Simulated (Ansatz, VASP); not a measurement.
**BAs: VASP beside Ansatz**

```xyz
2
Lattice="0.0000 2.3678 2.3678 2.3678 0.0000 2.3678 2.3678 2.3678 0.0000" Properties=species:S:1:pos:R:3 pbc="T T T"
B     0.0000    0.0000    0.0000
As    1.1839    1.1839    1.1839
```

Alike in both runs: task single point; functional r2SCAN; k mesh 10 × 10 × 10; occupations gaussian, width 0.02 eV; no spin polarisation.

```csv
,VASP,Ansatz
version,VASP 6.6.1,Ansatz 0.2.0
potentials or method,"VASP PAW PBE potentials, release 64 (B, As), cutoff 520 eV","scalar-relativistic, plane waves, PAW"
valence electrons in the cell,8,18
```

```csv
,VASP,Ansatz,Ansatz less VASP
gap on the k mesh at the Fermi level (eV),1.34,1.34,+0.001
least direct gap on the mesh (eV),3.48,3.47,-0.003
pressure (GPa),4.9,4.6,-0.32
```

VASP's potentials were made for PBE, not for r2SCAN. VASP's potentials hold 8 valence electrons a cell and Ansatz's 18, so a difference there can come from the potentials and not from the codes.
